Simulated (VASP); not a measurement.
AlNi3:

```
CELL_PARAMETERS angstrom
3.52305 0.00000 0.00000
0.00000 3.52305 0.00000
0.00000 0.00000 3.52305
ATOMIC_POSITIONS crystal
Ni 0.50000 0.50000 0.00000
Ni 0.50000 0.00000 0.50000
Ni 0.00000 0.50000 0.50000
Al 0.00000 0.00000 0.00000
```

Base run:

| Quantity | Value |
| --- | --- |
| Program | VASP 6.6.1 |
| Functional | r2SCAN |
| Potentials or basis | VASP PAW PBE potentials, release 64 (Ni, Al) |
| Cutoff | 520 eV |
| k mesh | 8 × 8 × 8 |
| Occupations | fermi-dirac, width 0.05 eV |
| Spin | collinear spin, ferromagnetic start |
| Starting moments | [1.0, 1.0, 1.0, 0.0] μB |

Its results: pressure 0.6 GPa; net moment 0.84 μB per cell; site moments Ni +0.32; Al -0.02 μB.

Question: The run is repeated on the same cell with these changes: functional from r2SCAN to PBE; occupations from fermi-dirac, width 0.05 eV to gaussian, width 0.027 eV. What comes out?

Answer: Pressure 7.4 GPa; net moment 0.75 μB per cell; site moments Ni +0.27; Al -0.01 μB.

Caveats: the PAW data sets were made with another functional, which shifts forces and pressure a little (at least some runs); the cell stands under pressure (at least some runs).
